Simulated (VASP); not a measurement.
# HfHF3 (P4/mmm) in VASP: relaxation of cell and atoms with PBE

Aim: the relaxation of cell and atoms of HfHF3 with PBE.

Program: VASP 6.6.1. These are calculated values, not measurements. Logs are shortened: lines on timing, memory, paths and dates and some standing lists are left out, and cuts for length are marked.

### 1 The cell of the first run

It takes space group P4/mmm (No. 123, tetragonal). Conventional cell: a = 3.422 Å, b = 3.422 Å, c = 3.981 Å, α = 90.00°, β = 90.00°, γ = 90.00°. Within 3.2 Å of Hf (site symmetry 4/mmm) lie 12 F at 2.42 to 2.63 Å and 8 H at 3.13 Å. Within 2.3 Å of H (site symmetry 4/mmm) lie 6 F at 1.71 to 1.99 Å. Within 2.7 Å of F (site symmetry 4/mmm) lie 2 H at 1.99 Å and 4 Hf at 2.42 Å and 8 F at 2.63 Å. Within 2.3 Å of F (site symmetry mmm) lie 2 H at 1.71 Å.

The cell was generated, and may not be a known phase.

### 2 Relaxation of cell and atoms, PBE

The input, INCAR:

```
ALGO     = Normal         # electronic algorithm
EDIFF    = 1E-7           # SCF threshold, eV
EDIFFG   = -0.01          # ionic threshold
ENCUT    = 600            # plane-wave cutoff, eV
GGA      = PE             # functional
IBRION   = 2              # ionic algorithm
ISIF     = 3              # what is computed and relaxed
ISMEAR   = 0              # smearing method
LASPH    = True           # aspherical terms in the spheres
LCHARG   = False          # write CHGCAR
LREAL    = False          # projectors in reciprocal space
LWAVE    = False          # write WAVECAR
NELM     = 80             # most SCF steps
NSW      = 100            # ionic steps
PREC     = Accurate       # precision mode
SIGMA    = 0.1            # smearing width, eV
```

The input, KPOINTS:

```
k-points
0
Gamma
  12 12 10
```

The input, POSCAR:

```
HfHF3
1.0
    3.4224129208      0.0000000000      0.0000000000
    0.0000000000      3.4224129208      0.0000000000
    0.0000000000      0.0000000000      3.9814629133
Hf H F
1 1 3
Direct
    0.5000000000      0.5000000000      0.5000000000
    0.0000000000      0.0000000000      0.0000000000
    0.0000000000      0.0000000000      0.5000000000
    0.0000000000      0.5000000000      0.0000000000
    0.5000000000      0.0000000000      0.0000000000
```

Potentials or basis: VASP PAW PBE potentials, release 64 (Hf_pv, H, F).

The run is started by

```sh
> cat potpaw_PBE.64/Hf_pv/POTCAR potpaw_PBE.64/H/POTCAR potpaw_PBE.64/F/POTCAR > POTCAR
> mpirun -np 1 vasp_std > vasp.out
```

OUTCAR:

```text
EDIFF = 1E-7
   EDIFFG = -0.01
   ENCUT = 600
   GGA = PE
   IBRION = 2
   ISIF = 3
   ISMEAR = 0
   LASPH = True
   LREAL = False
   NELM = 80
   NSW = 100
   PREC = Accurate

 ion  position               nearest neighbor table
   1  0.500  0.500  0.500-   3 2.42   3 2.42   3 2.42   3 2.42   5 2.63   4 2.63   5 2.63   5 2.63
                             5 2.63   4 2.63   4 2.63   4 2.63
   2  0.000  0.000  0.000-
   3  0.000  0.000  0.500-   1 2.42   1 2.42   1 2.42   1 2.42
   4  0.000  0.500  0.000-   1 2.63   1 2.63   1 2.63   1 2.63
   5  0.500  0.000  0.000-   1 2.63   1 2.63   1 2.63   1 2.63

  LATTYP: Found a simple tetragonal cell.
 ALAT       =     3.4224129208
 C/A-ratio  =     1.1633496616

  Lattice vectors:

 A1 = (   3.4224129208,   0.0000000000,   0.0000000000)
 A2 = (   0.0000000000,   3.4224129208,   0.0000000000)
 A3 = (   0.0000000000,   0.0000000000,   3.9814629133)

Analysis of symmetry for initial positions (statically):
=====================================================================
 Subroutine PRICEL returns:
 Original cell was already a primitive cell.

 Routine SETGRP: Setting up the symmetry group for a
 simple tetragonal supercell.

 Subroutine GETGRP returns: Found 16 space group operations
 (whereof 16 operations were pure point group operations)
 out of a pool of 16 trial point group operations.

The static configuration has the point symmetry D_4h.

Analysis of symmetry for dynamics (positions and initial velocities):
=====================================================================
 Subroutine PRICEL returns:
 Original cell was already a primitive cell.

 Routine SETGRP: Setting up the symmetry group for a
 simple tetragonal supercell.

 Subroutine GETGRP returns: Found 16 space group operations
 (whereof 16 operations were pure point group operations)
 out of a pool of 16 trial point group operations.

The dynamic configuration has the point symmetry D_4h.

 Subroutine INISYM returns: Found 16 space group operations
 (whereof 16 operations are pure point group operations),
 and found     1 'primitive' translations

----------------------------------------------------------------------------------------

                                     Primitive cell

  volume of cell :      46.6345

  direct lattice vectors                    reciprocal lattice vectors
     3.422412921  0.000000000  0.000000000     0.292191510  0.000000000  0.000000000
     0.000000000  3.422412921  0.000000000     0.000000000  0.292191510  0.000000000
     0.000000000  0.000000000  3.981462913     0.000000000  0.000000000  0.251163962

  length of vectors
     3.422412921  3.422412921  3.981462913     0.292191510  0.292191510  0.251163962

  position of ions in fractional coordinates (direct lattice)
     0.500000000  0.500000000  0.500000000
     0.000000000  0.000000000  0.000000000
     0.000000000  0.000000000  0.500000000
     0.000000000  0.500000000  0.000000000
     0.500000000  0.000000000  0.000000000

  ion indices of the primitive-cell ions
   primitive index   ion index
                 1           1
                 2           2
                 3           3
                 4           4
                 5           5

----------------------------------------------------------------------------------------

 KPOINTS: k-points

Automatic generation of k-mesh.
 Grid dimensions read from file:
 generate k-points for:   12   12   10

 Generating k-lattice:

  Cartesian coordinates                     Fractional coordinates (reciprocal lattice)
     0.024349293  0.000000000  0.000000000     0.083333333  0.000000000  0.000000000
     0.000000000  0.024349293  0.000000000     0.000000000  0.083333333  0.000000000
     0.000000000  0.000000000  0.025116396     0.000000000  0.000000000  0.100000000

  Length of vectors
[... 61 lines left out ...]
   ISIF   =      3    stress and relaxation
   ISYM   =      2    0-nonsym 1-usesym 2-fastsym
   POTIM  = 0.5000    time-step for ionic-motion
   TEBEG  =    0.0;   TEEND  =   0.0 temperature during run
   PSTRESS=    0.0 pullay stress
   NELECT =      32.0000    total number of electrons
   NUPDOWN=      -1.0000    fix difference up-down
   EMIN   =  10.00;   EMAX   =-10.00  energy-range for DOS
   EFERMI =   0.00;   METHOD = LEGACY
   ISMEAR =     0;   SIGMA  =   0.10  broadening in eV -4-tet -1-fermi 0-gaus
   EFERMI_NEDOS =   21; number of points for ismear=-14 and -15
   IALGO  =     38    algorithm
   IMIX   =      4    mixing-type and parameters
     AMIX     =   0.40;   BMIX     =  1.00
     AMIX_MAG =   1.60;   BMIX_MAG =  1.00
  volume/ion in A,a.u.               =       9.33        62.94
  Fermi-wavevector in a.u.,A,eV,Ry     =   1.443962  2.728692 28.368491  2.085025
  Thomas-Fermi vector in A             =   2.562310
   LORBIT       =      0    0 simple, 1 ext, 2 COOP (PROOUT), +10 PAW based schemes
   GGA     = PE    functional components
   LHFCALC =     F    Hartree Fock is set to
   AEXX    =    0.0000 exact exchange contribution
   IVDW    =     0    specifies the selected vdW correction
   LEPSILON=     F    determine dielectric tensor
   LRPA    =     F    only Hartree local field effects (RPA)
 conjugate gradient relaxation of ions
 non-spin polarized calculation
 Gauss-broadening in eV      SIGMA  =   0.10
  energy-cutoff  :      600.00
  volume of cell :       46.63
 maximum number of plane-waves:      1584
 NGX is ok and might be reduce to    28
   NGX = 13   NGY = 13   NGZ = 15

--------------------------------------- Ionic step        1  -------------------------------------------

 number of electron      31.9999977 magnetization

 Free energy of the ion-electron system (eV)
  ---------------------------------------------------
  ext. energy  EPLUGINS =         0.00000000
  ---------------------------------------------------
  free energy    TOTEN  =       -25.11329338 eV

  energy without entropy =      -25.10133424  energy(sigma->0) =      -25.10731381

------------------------ aborting loop because EDIFF is reached ----------------------------------------

  FORCE on cell =-STRESS in cart. coord.  units (eV):
  Direction    XX          YY          ZZ          XY          YZ          ZX
  --------------------------------------------------------------------------------------
  -------------------------------------------------------------------------------------
  Total       -0.5048851     -0.5048851     -0.4210956      0.0000000      0.0000000      0.0000000
  in kB      -17.3458536    -17.3458536    -14.4671768      0.0000000      0.0000000      0.0000000
  external PRESSURE =     -16.3862947 kB  Pullay stress =       0.0000000 kB

 VOLUME and BASIS-vectors are now :
 -----------------------------------------------------------------------------
  energy-cutoff  :      600.00
  volume of cell :       46.63
      direct lattice vectors                 reciprocal lattice vectors
     3.422412921  0.000000000  0.000000000     0.292191510  0.000000000  0.000000000
     0.000000000  3.422412921  0.000000000     0.000000000  0.292191510  0.000000000
     0.000000000  0.000000000  3.981462913     0.000000000  0.000000000  0.251163962

 POSITION                                       TOTAL-FORCE (eV/Angst)
 -----------------------------------------------------------------------------------
      1.71121      1.71121      1.99073         0.000000      0.000000      0.000000
      0.00000      0.00000      0.00000         0.000000      0.000000      0.000000
      0.00000      0.00000      1.99073         0.000000      0.000000      0.000000
      0.00000      1.71121      0.00000         0.000000      0.000000      0.000000
      1.71121      0.00000      0.00000         0.000000      0.000000      0.000000
 -----------------------------------------------------------------------------------
    total drift:                                0.000000      0.000000     -0.000000

  FREE ENERGIE OF THE ION-ELECTRON SYSTEM (eV)
  ---------------------------------------------------
  free  energy   TOTEN  =       -25.1132933826 eV

  energy  without entropy=      -25.1013342403  energy(sigma->0) =      -25.10731381

--------------------------------------- Ionic step        2  -------------------------------------------

 number of electron      31.9999969 magnetization

 Free energy of the ion-electron system (eV)
  ---------------------------------------------------
  ext. energy  EPLUGINS =         0.00000000
  ---------------------------------------------------
  free energy    TOTEN  =       -25.11657577 eV

  energy without entropy =      -25.10501346  energy(sigma->0) =      -25.11079462

 E-fermi :   7.0144     XC(G=0): -11.5546

 val. band max:        7.0078175785   @ k =   0.4167   0.3333   0.4000
 cond. band min:       7.0204801175   @ k =   0.2500   0.1667   0.2000
 fundamental gap:      0.0126625389
 Fermi energy:         7.0143937768

 k-point     1 :       0.0000    0.0000    0.0000
  band No.  band energies     occupation
      1     -26.9759      2.00000
      2     -26.5971      2.00000
      3     -26.5971      2.00000
      4     -20.7656      2.00000
      5     -19.5565      2.00000
      6     -18.6449      2.00000
[... 541 lines left out ...]
     19       8.4176      0.00000
     20       8.5763      0.00000

 [... further k-points ...]
[... 5 lines left out ...]
  --------------------------------------------------------------------------------------
  -------------------------------------------------------------------------------------
  Total        0.0286537      0.0286537     -0.0443150      0.0000000     -0.0000000     -0.0000000
  in kB        0.9981436      0.9981436     -1.5437035      0.0000000     -0.0000000     -0.0000000
  external PRESSURE =       0.1508612 kB  Pullay stress =       0.0000000 kB

 VOLUME and BASIS-vectors are now :
 -----------------------------------------------------------------------------
  energy-cutoff  :      600.00
  volume of cell :       45.99
      direct lattice vectors                 reciprocal lattice vectors
     3.405740979  0.000000000  0.000000000     0.293621860  0.000000000  0.000000000
     0.000000000  3.405740979  0.000000000     0.000000000  0.293621860 -0.000000000
     0.000000000  0.000000000  3.965286413     0.000000000 -0.000000000  0.252188593

 POSITION                                       TOTAL-FORCE (eV/Angst)
 -----------------------------------------------------------------------------------
      1.70287      1.70287      1.98264         0.000000      0.000000      0.000000
      0.00000      0.00000      0.00000         0.000000      0.000000      0.000000
      0.00000      0.00000      1.98264         0.000000      0.000000      0.000000
      0.00000      1.70287      0.00000         0.000000     -0.000000      0.000000
      1.70287      0.00000      0.00000         0.000000      0.000000      0.000000
 -----------------------------------------------------------------------------------
    total drift:                                0.000000      0.000000     -0.000000

  FREE ENERGIE OF THE ION-ELECTRON SYSTEM (eV)
  ---------------------------------------------------
  free  energy   TOTEN  =       -25.1165757721 eV

  energy  without entropy=      -25.1050134632  energy(sigma->0) =      -25.11079462

 reached required accuracy - stopping structural energy minimisation
```

It took 5.2 min on 1 thread of Intel Xeon 8259CL, shared host; peak memory 0.32 GiB.

Results:

- Free energy: -25.1166 eV
- Relaxed volume: 9.20 Å³/atom
- Relaxed cell: a = 3.406 Å, b = 3.406 Å, c = 3.965 Å, α = 90.00°, β = 90.00°, γ = 90.00°
- Space group after relaxing (to 0.1 Å): P4/mmm (No. 123)
- Energy gained by relaxing: 0.7 meV/atom
- Ionic steps: 2
- Pressure after relaxing: 0.0 GPa
- Band gap on the k mesh: zero (bands 16 and 17 overlap by 3.70 eV)

Step by step:
```csv
step,energy change (eV),largest force (eV/Å),pressure (GPa),volume (Å³)
1,0.0000,0.0000,-1.64,46.63
2,-0.0033,0.0000,0.02,45.99
```

Final structure:
```cif
data_structure
_symmetry_space_group_name_H-M 'P 1'
_symmetry_Int_Tables_number 1
_cell_length_a 3.4057
_cell_length_b 3.4057
_cell_length_c 3.9653
_cell_angle_alpha 90.000
_cell_angle_beta 90.000
_cell_angle_gamma 90.000
_cell_volume 45.99
loop_
_atom_site_label
_atom_site_type_symbol
_atom_site_fract_x
_atom_site_fract_y
_atom_site_fract_z
_atom_site_occupancy
Hf1 Hf 0.50000 0.50000 0.50000 1
H1 H 0.00000 0.00000 0.00000 1
F1 F 0.00000 0.00000 0.50000 1
F2 F 0.00000 0.50000 0.00000 1
F3 F 0.50000 0.00000 0.00000 1
```

Caveat: spin-orbit coupling is left out, which moves the levels of the heavy elements.
